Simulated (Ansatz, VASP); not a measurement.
## One calculation of SnTe3, two programs

INCAR

```
ALGO = Normal
EDIFF = 1E-7
EDIFFG = -0.01
ENCUT = 600
GGA = PE
IBRION = 2
ISIF = 3
ISMEAR = 0
LASPH = T
LCHARG = F
LREAL = F
LWAVE = F
NELM = 60
NSW = 100
PREC = Accurate
SIGMA = 0.1
```

Contents of KPOINTS:

```
k-points
0
Gamma
  10 10 10
```

The input POSCAR:

```
SnTe3
1.0
   -3.2410521003      3.2410521003      3.1515885197
    3.2410521003     -3.2410521003      3.1515885197
    3.2410521003      3.2410521003     -3.1515885197
Sn Te
1 3
Direct
    0.0024266272      0.0024266272      0.0000000000
    0.4997708877      0.9997708877      0.5000000000
    0.4975026446      0.4975026446      0.0000000000
    0.9997708877      0.4997708877      0.5000000000
```

Input for Ansatz:

```yaml
crystal:
  lattice:
    - [-3.2410521003, 3.2410521003, 3.1515885197]
    - [3.2410521003, -3.2410521003, 3.1515885197]
    - [3.2410521003, 3.2410521003, -3.1515885197]
  atoms:
    - { symbol: Sn, position: [0.0024266272, 0.0024266272, 0.0] }
    - { symbol: Te, position: [0.4997708877, 0.9997708877, 0.5] }
    - { symbol: Te, position: [0.4975026446, 0.4975026446, 0.0] }
    - { symbol: Te, position: [0.9997708877, 0.4997708877, 0.5] }
basis:
  ecutwfc: 420
kpoints:
  mp_grid: { grid: [10, 10, 10] }
hamiltonian:
  xc: pbe
scf:
  occupations: { method: gaussian, width: 0.1 }
output:
  forces: true
  stress: true
  eigenvalues: true
relax:
  adjacent_minimum: "off"
  f_tol: 0.01
  max_steps: 80
  cell: { stress_tol: 0.05 }
```

Change from the starting cell: the structure that the rattled cell fell into.

Alike in both runs: task relaxation of cell and atoms; functional PBE; k mesh 10 × 10 × 10; occupations gaussian, width 0.1 eV; no spin polarisation.

|  | VASP | Ansatz |
| --- | --- | --- |
| version | VASP 6.6.1 | Ansatz 0.2.0 |
| potentials or method | VASP PAW PBE potentials, release 64 (Sn_d, Te), cutoff 600 eV | scalar-relativistic, plane waves, PAW |
| valence electrons in the cell | 32 | 62 |

```csv
,VASP,Ansatz,Ansatz less VASP
"gap on the k mesh at the Fermi level, each at its own relaxed structure (eV)",none,none,-
relaxed volume (Å³/atom),33.00,33.01,+0.017
relaxed cell length with the largest relative difference (Å),5.555,5.556,+0.0009
```

A gap of «none» marks a metal or a gap that the smearing closes. VASP's potentials hold 32 valence electrons a cell and Ansatz's 62, so a difference there can come from the potentials and not from the codes.

Spin-orbit coupling is off throughout.
